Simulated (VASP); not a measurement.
# Zr (I4_1/amd) in VASP: further runs

Runs on Zr. Level: PBEsol. Tasks: single point.

All numbers are computed with VASP 6.6.1; they aren't measurements. Logs are shortened: lines on timing, memory, paths and dates and some standing lists are left out, and cuts for length are marked.

**1. The cell of the first run**

It takes space group I4_1/amd (No. 141, tetragonal). The conventional cell has a = 5.478 Å, b = 5.478 Å, c = 3.009 Å, α = 90.00°, β = 90.00°, γ = 90.00°. Zr (site symmetry -4m2) has 10 Zr at 2.84 to 3.55 Å within 3.7 Å.

**2. Single point, PBEsol**

Input file INCAR:

```
SYSTEM = Zr
PREC     = Accurate       ! precision mode
ENCUT    = 500            ! plane-wave cutoff, eV
EDIFF    = 1E-6           ! SCF threshold, eV
ISMEAR   = 0              ! smearing method
SIGMA    = 0.1            ! smearing width, eV
LREAL    = .False.        ! projectors in reciprocal space
LASPH    = .True.         ! aspherical terms in the spheres
NELM     = 120            ! most SCF steps
ALGO     = Normal         ! electronic algorithm
ISIF     = 2              ! what is computed and relaxed
LWAVE    = .False.        ! write WAVECAR
LCHARG   = .False.        ! write CHGCAR
GGA      = PS             ! functional
NBANDS   = 19             ! bands
GGA_COMPAT= .False.
```

Input file KPOINTS:

```
regular mesh
0
Gamma
  6 6 6
  0 0 0
```

Input file POSCAR:

```
Zr
1.0
   -2.7391805052      2.7391805052      1.5045040310
    2.7391805052     -2.7391805052      1.5045040310
    2.7391805052      2.7391805052     -1.5045040310
Zr
2
Direct
    0.0000000000      0.0000000000      0.0000000000
    0.7500000000      0.2500000000      0.5000000000
```

Potentials or basis: VASP PAW PBE potentials, release 64 (Zr_sv).

Started as:

```
$ cat potpaw_PBE.64/Zr_sv/POTCAR > POTCAR
$ mpirun -np 1 vasp_std > vasp.out
```

OUTCAR:

```text
SYSTEM = Zr
   PREC = Accurate
   ENCUT = 500
   EDIFF = 1E-6
   ISMEAR = 0
   LREAL = .False.
   LASPH = .True.
   NELM = 120
   ISIF = 2
   GGA = PS

 ion  position               nearest neighbor table
   1  0.000  0.000  0.000-   2 2.84   2 2.84   2 2.84   2 2.84   2 3.55   2 3.55   2 3.55   2 3.55

   2  0.750  0.250  0.500-   1 2.84   1 2.84   1 2.84   1 2.84   1 3.55   1 3.55   1 3.55   1 3.55

  LATTYP: Found a body centered tetragonal cell.
 ALAT       =     5.4783610104
 C/A-ratio  =     0.5492533362

  Lattice vectors:

 A1 = (  -2.7391805052,   2.7391805052,   1.5045040310)
 A2 = (   2.7391805052,  -2.7391805052,   1.5045040310)
 A3 = (   2.7391805052,   2.7391805052,  -1.5045040310)

Analysis of symmetry for initial positions (statically):
=====================================================================
 Subroutine PRICEL returns:
 Original cell was already a primitive cell.

 Routine SETGRP: Setting up the symmetry group for a
 body centered tetragonal supercell.

 Subroutine GETGRP returns: Found 16 space group operations
 (whereof  8 operations were pure point group operations)
 out of a pool of 16 trial point group operations.

The static configuration has the point symmetry D_2d.
 The point group associated with its full space group is D_4h.

Analysis of symmetry for dynamics (positions and initial velocities):
=====================================================================
 Subroutine PRICEL returns:
 Original cell was already a primitive cell.

 Routine SETGRP: Setting up the symmetry group for a
 body centered tetragonal supercell.

 Subroutine GETGRP returns: Found 16 space group operations
 (whereof  8 operations were pure point group operations)
 out of a pool of 16 trial point group operations.

The dynamic configuration has the point symmetry D_2d.
 The point group associated with its full space group is D_4h.

 Subroutine INISYM returns: Found 16 space group operations
 (whereof  8 operations are pure point group operations),
 and found     1 'primitive' translations

----------------------------------------------------------------------------------------

                                     Primitive cell

  volume of cell :      45.1538

  direct lattice vectors                    reciprocal lattice vectors
    -2.739180505  2.739180505  1.504504031     0.000000000  0.182536346  0.332335434
     2.739180505 -2.739180505  1.504504031     0.182536346  0.000000000  0.332335434
     2.739180505  2.739180505 -1.504504031     0.182536346  0.182536346  0.000000000

  length of vectors
     4.155689120  4.155689120  4.155689120     0.379165344  0.379165344  0.258145376

  position of ions in fractional coordinates (direct lattice)
     0.000000000  0.000000000  0.000000000
     0.750000000  0.250000000  0.500000000

  ion indices of the primitive-cell ions
   primitive index   ion index
                 1           1
                 2           2

----------------------------------------------------------------------------------------

 KPOINTS: regular mesh

Automatic generation of k-mesh.
 Grid dimensions read from file:
 generate k-points for:    6    6    6

 Generating k-lattice:

  Cartesian coordinates                     Fractional coordinates (reciprocal lattice)
     0.000000000  0.030422724  0.055389239     0.166666667 -0.000000000  0.000000000
     0.030422724  0.000000000  0.055389239    -0.000000000  0.166666667  0.000000000
     0.030422724  0.030422724  0.000000000     0.000000000  0.000000000  0.166666667

  Length of vectors
     0.063194224  0.063194224  0.043024229

  Shift w.r.t. Gamma in fractional coordinates (k-lattice)
     0.000000000  0.000000000  0.000000000

 Subroutine IBZKPT returns following result:
 ===========================================

 Found     30 irreducible k-points:

 Following reciprocal coordinates:
            Coordinates               Weight
  0.000000  0.000000  0.000000      1.000000
  0.166667  0.000000 -0.000000      8.000000
  0.333333  0.000000  0.000000      8.000000
  0.500000  0.000000  0.000000      4.000000
  0.166667  0.166667 -0.000000      8.000000
  0.333333  0.166667 -0.000000     16.000000
[... 16 lines left out ...]
 -0.333333 -0.333333  0.166667      8.000000
 -0.166667 -0.333333  0.166667      8.000000
 [... further k-points ...]
   k-points           NKPTS =     30   k-points in BZ     NKDIM =     30   number of bands    NBANDS=     19
   number of dos      NEDOS =    301   number of ions     NIONS =      2
   total plane-waves  NPLWV =  27000
   dimension x,y,z NGX =    30 NGY =   30 NGZ =   30
   dimension x,y,z NGXF=    60 NGYF=   60 NGZF=   60
   ions per type =               2
   NGX,Y,Z   is equivalent  to a cutoff of  12.00, 12.00, 12.00 a.u.
   NGXF,Y,Z  is equivalent  to a cutoff of  24.00, 24.00, 24.00 a.u.
 SYSTEM =  Zr
   PREC   = accura    normal or accurate (medium, high low for compatibility)
   ISTART =      0    job   : 0-new  1-cont  2-samecut
   ICHARG =      2    charge: 1-file 2-atom 10-const
   ISPIN  =      1    spin polarized calculation?
   LNONCOLLINEAR =      F non collinear calculations
   LSORBIT =      F    spin-orbit coupling
   LASPH  =      T    aspherical Exc in radial PAW
   ENCUT  =  500.0 eV  36.75 Ry    6.06 a.u.   7.58  7.58  7.58*2*pi/ulx,y,z
   NELM   =    120;   NELMIN=  2; NELMDL= -5     # of ELM steps
   EDIFF  = 0.1E-05   stopping-criterion for ELM
   LREAL  =      F    real-space projection
   EDIFFG = 0.1E-04   stopping-criterion for IOM
   NSW    =      0    number of steps for IOM
   IBRION =     -1    ionic relax: 0-MD 1-quasi-New 2-CG
   NFREE  =      0    steps in history (QN), initial steepest desc. (CG)
   ISIF   =      2    stress and relaxation
   ISYM   =      2    0-nonsym 1-usesym 2-fastsym
   POTIM  = 0.5000    time-step for ionic-motion
   TEBEG  =    0.0;   TEEND  =   0.0 temperature during run
   PSTRESS=    0.0 pullay stress
   NELECT =      24.0000    total number of electrons
   NUPDOWN=      -1.0000    fix difference up-down
   EMIN   =  10.00;   EMAX   =-10.00  energy-range for DOS
   EFERMI =   0.00;   METHOD = LEGACY
   ISMEAR =     0;   SIGMA  =   0.10  broadening in eV -4-tet -1-fermi 0-gaus
   EFERMI_NEDOS =   21; number of points for ismear=-14 and -15
   IALGO  =     38    algorithm
   IMIX   =      4    mixing-type and parameters
     AMIX     =   0.40;   BMIX     =  1.00
     AMIX_MAG =   1.60;   BMIX_MAG =  1.00
  volume/ion in A,a.u.               =      22.58       152.36
  Fermi-wavevector in a.u.,A,eV,Ry     =   1.326112  2.505989 23.926856  1.758574
  Thomas-Fermi vector in A             =   2.455523
   LORBIT       =      0    0 simple, 1 ext, 2 COOP (PROOUT), +10 PAW based schemes
   GGA     = PS    functional components
   LHFCALC =     F    Hartree Fock is set to
   AEXX    =    0.0000 exact exchange contribution
   IVDW    =     0    specifies the selected vdW correction
   LEPSILON=     F    determine dielectric tensor
   LRPA    =     F    only Hartree local field effects (RPA)
 non-spin polarized calculation
 Gauss-broadening in eV      SIGMA  =   0.10
  energy-cutoff  :      500.00
  volume of cell :       45.15
 maximum number of plane-waves:      1170
   NGX = 15   NGY = 15   NGZ = 15

 number of electron      24.0000000 magnetization

 Free energy of the ion-electron system (eV)
  ---------------------------------------------------
  ext. energy  EPLUGINS =         0.00000000
  ---------------------------------------------------
  free energy    TOTEN  =       -17.21497955 eV

  energy without entropy =      -17.20155367  energy(sigma->0) =      -17.20826661

 E-fermi :   8.7874     XC(G=0): -11.2949

 val. band max:        8.7599757311   @ k =  -0.3333  -0.3333   0.3333
 cond. band min:       8.8280135841   @ k =  -0.3333   0.1667   0.0000
 fundamental gap:      0.0680378529
 Fermi energy:         8.7873747454

 k-point     1 :       0.0000    0.0000    0.0000
  band No.  band energies     occupation
      1     -39.6163      2.00000
      2     -39.2258      2.00000
      3     -18.1690      2.00000
      4     -18.1690      2.00000
      5     -16.9930      2.00000
      6     -16.9755      2.00000
[... 11 lines left out ...]
     18      15.0480      0.00000
     19      15.0480      0.00000

 k-point     2 :       0.1667    0.0000   -0.0000
  band No.  band energies     occupation
      1     -39.5700      2.00000
      2     -39.2237      2.00000
      3     -18.1487      2.00000
      4     -18.0608      2.00000
      5     -17.2617      2.00000
      6     -17.2102      2.00000
[... 11 lines left out ...]
     18      14.5932      0.00000
     19      15.2917      0.00000

 k-point     3 :       0.3333    0.0000    0.0000
  band No.  band energies     occupation
      1     -39.4683      2.00000
      2     -39.2276      2.00000
      3     -18.1065      2.00000
      4     -17.9412      2.00000
      5     -17.7319      2.00000
      6     -17.5201      2.00000
[... 11 lines left out ...]
     18      13.4578      0.00000
     19      14.9888      0.00000

 k-point     4 :       0.5000    0.0000    0.0000
  band No.  band energies     occupation
      1     -39.4077      2.00000
      2     -39.2386      2.00000
      3     -18.0845      2.00000
      4     -18.0797      2.00000
      5     -17.9155      2.00000
      6     -17.4385      2.00000
[... 407 lines left out ...]
     18      12.9239      0.00000
     19      14.7593      0.00000

 k-point    23 :      -0.3333   -0.3333    0.1667
  band No.  band energies     occupation
      1     -39.4134      2.00000
      2     -39.2795      2.00000
      3     -18.1782      2.00000
      4     -18.1167      2.00000
      5     -17.6969      2.00000
      6     -17.6073      2.00000
[... 11 lines left out ...]
     18      12.6570      0.00000
     19      15.6995      0.00000

 k-point    24 :      -0.1667   -0.3333    0.1667
  band No.  band energies     occupation
      1     -39.4344      2.00000
      2     -39.2106      2.00000
      3     -18.1112      2.00000
      4     -18.0881      2.00000
      5     -17.8789      2.00000
      6     -17.7875      2.00000
[... 11 lines left out ...]
     18      14.8470      0.00000
     19      16.4778      0.00000

 [... further k-points ...]

------------------------ aborting loop because EDIFF is reached ----------------------------------------

  FORCE on cell =-STRESS in cart. coord.  units (eV):
  Direction    XX          YY          ZZ          XY          YZ          ZX
  --------------------------------------------------------------------------------------
  -------------------------------------------------------------------------------------
  Total        0.0184648      0.0184648      0.0965028      0.0000000     -0.0000000      0.0000000
  in kB        0.6551808      0.6551808      3.4241724      0.0000000     -0.0000000      0.0000000
  external PRESSURE =       1.5781780 kB  Pullay stress =       0.0000000 kB

 VOLUME and BASIS-vectors are now :
 -----------------------------------------------------------------------------
  energy-cutoff  :      500.00
  volume of cell :       45.15
      direct lattice vectors                 reciprocal lattice vectors
    -2.739180505  2.739180505  1.504504031     0.000000000  0.182536346  0.332335434
     2.739180505 -2.739180505  1.504504031     0.182536346  0.000000000  0.332335434
     2.739180505  2.739180505 -1.504504031     0.182536346  0.182536346  0.000000000

 POSITION                                       TOTAL-FORCE (eV/Angst)
 -----------------------------------------------------------------------------------
      0.00000      0.00000      0.00000        -0.000000     -0.000000     -0.000000
      0.00000      2.73918      0.75225         0.000000      0.000000      0.000000
 -----------------------------------------------------------------------------------
    total drift:                                0.000000     -0.000000      0.000000

  FREE ENERGIE OF THE ION-ELECTRON SYSTEM (eV)
  ---------------------------------------------------
  free  energy   TOTEN  =       -17.2149795549 eV

  energy  without entropy=      -17.2015536686  energy(sigma->0) =      -17.20826661
```

It took 23 s on 1 thread of Intel Xeon Platinum 8488C (Sapphire Rapids), shared host; peak memory 0.17 GiB.

What came out:

| Item | Value |
| --- | --- |
| Free energy | -17.2150 eV |
| Pressure | 0.2 GPa |
| Band gap on the k mesh | zero (bands 12 and 13 overlap by 0.84 eV) |

Caveat: the k points lie up to 0.40 Å⁻¹ apart, too coarse for converged energies and pressures of a metal; the PAW data sets were made with another functional, which shifts forces and pressure a little.

**3. Single point, PBEsol**

This run uses another cell than the first one, of 24.12 Å³/atom.

Input file INCAR:

```
SYSTEM = Zr
ALGO = Normal
EDIFF = 1E-6
ENCUT = 500
GGA = PS
GGA_COMPAT = .False.
ISIF = 2
ISMEAR = 0
LASPH = .True.
LCHARG = .True.
LELF = .True.
LREAL = .False.
LVHAR = .True.
LWAVE = .False.
NBANDS = 19
NELM = 120
PREC = Accurate
SIGMA = 0.1
```

Input file KPOINTS:

```
k-points
0
Gamma
  6 6 6
  0 0 0
```

Input file POSCAR:

```
Zr
1.0
   -2.8067140066      2.8067140066      1.5311143010
    2.8067140066     -2.8067140066      1.5311143010
    2.8067140066      2.8067140066     -1.5311143010
Zr
2
Direct
    0.0000000000      0.0000000000      0.0000000000
    0.7500000000      0.2500000000      0.5000000000
```

Potentials or basis: VASP PAW PBE potentials, release 64 (Zr_sv).

Started as:

```
$ cat potpaw_PBE.64/Zr_sv/POTCAR > POTCAR
$ mpirun -np 1 vasp_std > vasp.out
```

OUTCAR:

```text
SYSTEM = Zr
   EDIFF = 1E-6
   ENCUT = 500
   GGA = PS
   ISIF = 2
   ISMEAR = 0
   LASPH = .True.
   LREAL = .False.
   NELM = 120
   PREC = Accurate

 ion  position               nearest neighbor table
   1  0.000  0.000  0.000-   2 2.91   2 2.91   2 2.91   2 2.91   2 3.63   2 3.63   2 3.63   2 3.63

   2  0.750  0.250  0.500-   1 2.91   1 2.91   1 2.91   1 2.91   1 3.63   1 3.63   1 3.63   1 3.63

  LATTYP: Found a body centered tetragonal cell.
 ALAT       =     5.6134280132
 C/A-ratio  =     0.5455184595

  Lattice vectors:

 A1 = (  -2.8067140066,   2.8067140066,   1.5311143010)
 A2 = (   2.8067140066,  -2.8067140066,   1.5311143010)
 A3 = (   2.8067140066,   2.8067140066,  -1.5311143010)

Analysis of symmetry for initial positions (statically):
=====================================================================
 Subroutine PRICEL returns:
 Original cell was already a primitive cell.

 Routine SETGRP: Setting up the symmetry group for a
 body centered tetragonal supercell.

 Subroutine GETGRP returns: Found 16 space group operations
 (whereof  8 operations were pure point group operations)
[... 158 lines left out ...]
 Free energy of the ion-electron system (eV)
  ---------------------------------------------------
  ext. energy  EPLUGINS =         0.00000000
  ---------------------------------------------------
  free energy    TOTEN  =       -17.16692320 eV

  energy without entropy =      -17.15482729  energy(sigma->0) =      -17.16087524

 E-fermi :   8.0937     XC(G=0): -10.9905

 val. band max:        8.0285912975   @ k =   0.1667   0.0000   0.0000
 cond. band min:       8.1266748180   @ k =   0.5000   0.5000   0.5000
 fundamental gap:      0.0980835205
 Fermi energy:         8.0937396316

 k-point     1 :       0.0000    0.0000    0.0000
  band No.  band energies     occupation
      1     -40.4198      2.00000
      2     -40.1201      2.00000
      3     -18.8838      2.00000
      4     -18.8838      2.00000
      5     -17.8967      2.00000
      6     -17.8884      2.00000
[... 505 lines left out ...]
      6     -18.5776      2.00000
[... 11 lines left out ...]
     18      13.7450      0.00000
     19      15.2039      0.00000

 [... further k-points ...]
[... 5 lines left out ...]
  --------------------------------------------------------------------------------------
  -------------------------------------------------------------------------------------
  Total       -1.5207295     -1.5207295     -1.4705855      0.0000000     -0.0000000      0.0000000
  in kB      -50.5008439    -50.5008439    -48.8356448      0.0000000     -0.0000000      0.0000000
  external PRESSURE =     -49.9457775 kB  Pullay stress =       0.0000000 kB

 VOLUME and BASIS-vectors are now :
 -----------------------------------------------------------------------------
  energy-cutoff  :      500.00
  volume of cell :       48.25
      direct lattice vectors                 reciprocal lattice vectors
    -2.806714007  2.806714007  1.531114301     0.000000000  0.178144264  0.326559552
     2.806714007 -2.806714007  1.531114301     0.178144264  0.000000000  0.326559552
     2.806714007  2.806714007 -1.531114301     0.178144264  0.178144264  0.000000000

 POSITION                                       TOTAL-FORCE (eV/Angst)
 -----------------------------------------------------------------------------------
      0.00000      0.00000      0.00000        -0.000000      0.000000     -0.000000
      0.00000      2.80671      0.76556         0.000000     -0.000000      0.000000
 -----------------------------------------------------------------------------------
    total drift:                                0.000000     -0.000000      0.000000

  FREE ENERGIE OF THE ION-ELECTRON SYSTEM (eV)
  ---------------------------------------------------
  free  energy   TOTEN  =       -17.1669231971 eV

  energy  without entropy=      -17.1548272883  energy(sigma->0) =      -17.16087524
```

stdout:

```text
POSCAR found type information on POSCAR Zr
 POSCAR found :  1 types and       2 ions
 scaLAPACK will be used
 -----------------------------------------------------------------------------
|                                                                             |
|                                                                             |
|     You enforced a specific xc type in the INCAR file but a different       |
|     I HOPE YOU KNOW WHAT YOU ARE DOING!                                     |
|                                                                             |
 -----------------------------------------------------------------------------

 LDA part: xc-table for (Slater+PW92), standard interpolation
 POSCAR, INCAR and KPOINTS ok, starting setup
 FFT: planning ... GRIDC
 FFT: planning ... GRID_SOFT
 FFT: planning ... GRID
 WAVECAR not read
 entering main loop
```

It took 19 s on 1 thread of Intel Xeon Platinum 8488C (Sapphire Rapids), shared host; peak memory 0.18 GiB.

What came out:

* Free energy: -17.1669 eV
* Pressure: -5.0 GPa
* Band gap on the k mesh: zero (bands 12 and 13 overlap by 0.75 eV)

Levels at points of the mesh, in eV from the Fermi level:
```tsv
k point	band 8	band 9	band 10	band 11	band 12	band 13	band 14	band 15	band 16	band 17
(0.00, 0.00, 0.00)	-25.98	-5.11	-2.82	-1.14	-0.77	0.04	3.22	3.22	3.28	3.28
(0.50, 0.00, 0.00)	-25.93	-2.27	-2.11	-0.91	-0.22	1.23	1.44	1.64	3.21	4.23
(0.50, 0.50, 0.00)	-25.93	-2.58	-2.58	-0.53	-0.53	0.73	0.73	2.18	2.18	4.24
(0.50, 0.50, 0.50)	-25.86	-2.22	-2.22	0.03	0.03	0.70	0.70	2.71	2.71	3.79
```

Caveat: the k points lie up to 0.39 Å⁻¹ apart, too coarse for converged energies and pressures of a metal; the PAW data sets were made with another functional, which shifts forces and pressure a little.
